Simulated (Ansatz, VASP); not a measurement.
**One calculation of LuHfO, two programs**

The input INCAR:

```
SYSTEM = LuHfO
ALGO = Normal ; EDIFF = 1E-6
EDIFFG = -0.04 ; ENCUT = 600
GGA = PE ; IBRION = 2
ISIF = 3 ; ISMEAR = 0
LASPH = .TRUE. ; LCHARG = .FALSE.
LREAL = .FALSE. ; LWAVE = .FALSE.
NELM = 60 ; NSW = 90
PREC = Accurate ; SIGMA = 0.1
```

Contents of KPOINTS:

```
k-points
0
G
  6 6 4
  0 0 0
```

File POSCAR:

```
LuHfO
1.0
    4.0621832200      0.0000000000      0.0000000000
   -2.0310916100      3.5179538600      0.0000000000
    0.0000000000      0.0000000000      4.4781662700
Lu Hf O
1 1 1
Direct
    0.0000000000      0.0000000000      0.5000000000
    0.3333333300      0.6666666700      0.5000000000
    0.6666666700      0.3333333300      0.0000000000
```

Input for Ansatz:

```yaml
crystal:
  lattice:
    - [4.06218322, 0.0, 0.0]
    - [-2.03109161, 3.51795386, 0.0]
    - [0.0, 0.0, 4.47816627]
  atoms:
    - { symbol: Lu, position: [0.0, 0.0, 0.5] }
    - { symbol: Hf, position: [0.33333333, 0.66666667, 0.5] }
    - { symbol: O, position: [0.66666667, 0.33333333, 0.0] }
basis:
  ecutwfc: 420
kpoints:
  mp_grid: { grid: [6, 6, 4] }
hamiltonian:
  xc: pbe
scf:
  occupations: { method: gaussian, width: 0.1 }
  lower_state_search: "off"
output:
  forces: true
  stress: true
  eigenvalues: true
relax:
  adjacent_minimum: "off"
  f_tol: 0.04
  max_steps: 70
  cell: { stress_tol: 0.4 }
```

Change from the starting cell: species swapped into the BaAlSn type (P-6m2, No. 187).

Alike in both runs: task relaxation of cell and atoms; functional PBE; k mesh 6 × 6 × 4; occupations gaussian, width 0.1 eV; no spin polarisation.

|  | VASP | Ansatz |
| --- | --- | --- |
| version | VASP 6.6.1 | Ansatz 0.2.0 |
| potentials or method | VASP PAW PBE potentials, release 64 (Lu, Hf_pv, O), cutoff 600 eV | scalar-relativistic, plane waves, PAW |
| valence electrons in the cell | 41 | 57 |

```csv
,VASP,Ansatz,Ansatz less VASP
"gap on the k mesh at the Fermi level, each at its own relaxed structure (eV)",none,none,-
relaxed volume (Å³/atom),20.03,20.17,+0.137
relaxed length of the cell vector where the two differ most in proportion (Å),4.875,4.887,+0.0120
```

A gap of «none» marks a metal or a gap that the smearing closes. VASP's potentials hold 41 valence electrons a cell and Ansatz's 57, so a difference there can come from the potentials and not from the codes.

Neither program's run includes spin-orbit coupling.
